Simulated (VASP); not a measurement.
Fe, 1 atom in the cell. Symmetry: Fmmm, No. 69, orthorhombic system. The conventional cell has a = 2.997 Å, b = 3.883 Å, c = 3.930 Å, α = 90.00°, β = 90.00°, γ = 90.00°. Fe (site symmetry mmm) has 14 Fe at 2.45 to 3.00 Å within 3.2 Å. 

* Program: VASP 6.6.1
* Task: single point
* Functional: PBE
* Potentials or basis: VASP PAW PBE potentials, release 64 (Fe)
* Cutoff: 520 eV
* k mesh: 20 × 20 × 20
* Occupations: gaussian, width 0.1 eV
* Spin: collinear spin, ferromagnetic start
* Starting moments: [2.52] μB
* Dipole correction: no
* Further INCAR settings: ALGO = Normal; EDIFF = 1e-07; NBANDS = 14

Potentials or basis: VASP PAW PBE potentials, release 64 (Fe).

Launch:

```bash
$ cat potpaw_PBE.64/Fe/POTCAR > POTCAR
$ mpirun -np 1 vasp_std > vasp.out
```

Hardware: 1 thread of Intel(R) Xeon(R) Platinum 8488C (Sapphire Rapids), on a shared host.

Problem. Estimate the wall time of this run.

Solution. Run time: 3.7 min on 1 thread of Intel(R) Xeon(R) Platinum 8488C (Sapphire Rapids) (shared host), peak memory 0.39 GiB. Counts: scf iterations 15, k points 1166.
